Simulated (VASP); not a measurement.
BaTiO3: relaxation of the atoms with PBE

Crystal: BaTiO3.

```xyz
5
Lattice="3.9242 0.0000 0.0000 0.0000 3.9242 0.0000 0.0000 0.0000 3.9242" Properties=species:S:1:pos:R:3 pbc="T T T"
Ba    1.9621    1.9621    1.9621
Ti    0.0000    0.0000    0.0000
O     1.9621    0.0000    0.0000
O     0.0000    1.9621    0.0000
O     0.0000    0.0000    1.9621
```

```
Program                : VASP 6.6.1
Task                   : relaxation of the atoms
Functional             : PBE
Potentials or basis    : VASP PAW PBE potentials, release 64 (Ba_sv, Ti_sv, O)
Cutoff                 : 520 eV
k mesh                 : 8 × 8 × 8
Occupations            : fermi-dirac, width 0.02 eV
Spin                   : no spin polarisation
Dipole correction      : no
Further INCAR settings : ALGO = Normal; EDIFF = 1e-06; IBRION = 2; EDIFFG = -0.02; NSW = 80
```

- Pressure after relaxing: 16.0 GPa
- Band gap on the k mesh: 1.86 eV (least direct gap 1.95 eV)

Final structure:
```
Ba Ti O
1.0
     3.92422    0.00000    0.00000
     0.00000    3.92422    0.00000
     0.00000    0.00000    3.92422
Ba Ti O
1 1 3
Direct
  0.50000 0.50000 0.50000
  0.00000 0.00000 0.00000
  0.50000 0.00000 0.00000
  0.00000 0.50000 0.00000
  0.00000 0.00000 0.50000
```

Levels at points of the mesh, in eV from the valence-band top:
| k point | band 18 | band 19 | band 20 | band 21 | band 22 | band 23 |
| --- | --- | --- | --- | --- | --- | --- |
| (0.00, 0.00, 0.00) | -0.08 | -0.08 | -0.08 | 1.86 | 1.86 | 1.86 |
| (0.50, 0.00, 0.00) | -1.90 | -0.71 | -0.71 | 2.05 | 3.79 | 3.79 |
| (0.50, 0.50, 0.00) | -0.83 | -0.83 | -0.10 | 3.80 | 3.80 | 4.24 |
| (0.50, 0.50, 0.50) | 0.00 | 0.00 | 0.00 | 4.54 | 4.54 | 4.54 |

Run time: 68 s on 1 thread of Intel(R) Xeon(R) Platinum 8259CL CPU @ 2.50GHz (Skylake/Cascade Lake), on a shared host, peak memory 0.2 GiB.

Caveat: the relaxation stopped at its first step, so nothing moved; spin-orbit coupling is left out, which moves the levels of the heavy elements. A k mesh can miss the band edges.
